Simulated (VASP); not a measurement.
The system is KNi2.

```
CELL_PARAMETERS angstrom
3.66773 0.00000 0.00000
-1.83387 3.17635 0.00000
0.00000 0.00000 4.25174
ATOMIC_POSITIONS crystal
K 0.00000 0.00000 0.00000
Ni 0.33333 0.66667 0.50000
Ni 0.66667 0.33333 0.50000
```

The cell was generated, and may not be a known phase.

```yaml
Program: VASP 6.6.1
Task: relaxation of cell and atoms
Functional: PBE
Potentials_or_basis: VASP PAW PBE potentials, release 64 (K_sv, Ni)
Cutoff: 600 eV
k_mesh: 6 × 6 × 4
Occupations: gaussian, width 0.1 eV
Spin: collinear spin, ferromagnetic start
Starting_moments: "[0.0, 2.0, 2.0] μB"
```

At the start: pressure 21.8 GPa; volume 16.51 Å³/atom.

Q: How do energy, volume and symmetry change on relaxing?

A: Over 9 steps the energy falls by 334.3 meV/atom and the volume is 22.88 Å³/atom (+38.6 %); space group P6/mmm (No. 191, to 0.1 Å) before and after; moment 1.00 μB per cell.

The path:
```tsv
step	energy change (eV)	largest force (eV/Å)	pressure (GPa)	volume (Å³)
1	0.0000	0.0000	21.80	49.53
2	-0.8324	0.0000	-1.18	67.45
3	-0.8394	0.0000	0.19	65.21
4	-0.8395	0.0000	-0.11	65.59
5	-0.9235	0.0000	-0.13	66.43
6	-0.9990	0.0000	0.44	68.31
7	-1.0026	0.0000	0.28	68.02
8	-1.0026	0.0000	0.27	68.06
9	-1.0029	0.0000	-0.03	68.64
```

Final structure:
```cif
data_structure
_symmetry_space_group_name_H-M 'P 1'
_symmetry_Int_Tables_number 1
_cell_length_a 3.8796
_cell_length_b 3.8796
_cell_length_c 5.2657
_cell_angle_alpha 90.000
_cell_angle_beta 90.000
_cell_angle_gamma 120.000
_cell_volume 68.64
loop_
_atom_site_label
_atom_site_type_symbol
_atom_site_fract_x
_atom_site_fract_y
_atom_site_fract_z
_atom_site_occupancy
K1 K 0.00000 0.00000 0.00000 1
Ni1 Ni 0.33333 0.66667 0.50000 1
Ni2 Ni 0.66667 0.33333 0.50000 1
```

Caveat: the k points lie up to 0.31 Å⁻¹ apart in the final cell, too coarse for converged energies and pressures of a metal; the volume moved by over 15 % at a fixed basis, so the end points are rough.
